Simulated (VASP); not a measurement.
Crystal: Al3Pt.

```
CELL_PARAMETERS angstrom
3.89999 0.00000 0.00000
-1.95000 3.37749 0.00000
0.00000 0.00000 5.09812
ATOMIC_POSITIONS crystal
Al 0.33333 0.66667 0.12381
Al 0.66667 0.33333 0.87619
Al 0.00000 0.00000 0.00000
Pt 0.00000 0.00000 0.50000
```

* Program: VASP 6.6.1
* Task: relaxation of cell and atoms
* Functional: PBE
* Potentials or basis: VASP PAW PBE potentials, release 64 (Al, Pt)
* Cutoff: 600 eV
* k mesh: 6 × 6 × 4
* Occupations: gaussian, width 0.1 eV
* Spin: no spin polarisation

At the start: pressure 18.5 GPa; volume 16.79 Å³/atom.

Question: How do energy, volume and symmetry change on relaxing?

Answer: Over 24 steps the energy falls by 1019.1 meV/atom and the volume is 18.54 Å³/atom (+10.4 %); space group P-3m1 (No. 164, to 0.05 Å).

Step by step:
```csv
step,energy change (eV),largest force (eV/Å),pressure (GPa),volume (Å³)
1,0.0000,4.0417,18.50,67.15
2,-1.7523,1.4212,-8.30,87.12
3,-1.7978,1.7142,-5.85,82.90
4,-2.2721,1.8441,-1.20,76.94
5,-2.3513,1.7511,4.94,72.58
6,-2.5655,1.7128,5.82,71.50
7,-3.1131,1.3723,9.99,68.30
8,-2.9225,0.9697,31.08,62.15
9,-3.3263,0.6899,15.30,66.04
10,-3.8673,0.3317,7.67,69.11
11,-4.0563,0.0435,2.73,71.94
12,-4.0643,0.0224,1.78,72.63
13,-4.0644,0.0346,1.61,72.76
14,-4.0717,0.0230,0.67,73.36
15,-4.0737,0.0759,-0.21,73.96
16,-4.0738,0.0722,-0.15,73.92
17,-4.0742,0.0708,-0.05,73.88
18,-4.0745,0.0680,0.12,73.80
19,-4.0745,0.0670,0.18,73.77
20,-4.0749,0.0624,0.11,73.85
21,-4.0757,0.0469,-0.07,74.07
22,-4.0756,0.0092,-0.41,74.52
23,-4.0760,0.0320,-0.21,74.26
24,-4.0764,0.0016,0.03,74.15
```

Final structure:
```
CELL_PARAMETERS angstrom
4.13806 0.00000 0.00000
-2.06903 3.58366 0.00000
0.00000 0.00000 5.00022
ATOMIC_POSITIONS crystal
Al 0.33333 0.66667 0.31472
Al 0.66667 0.33333 0.68528
Al 0.00000 0.00000 0.00000
Pt 0.00000 0.00000 0.50000
```
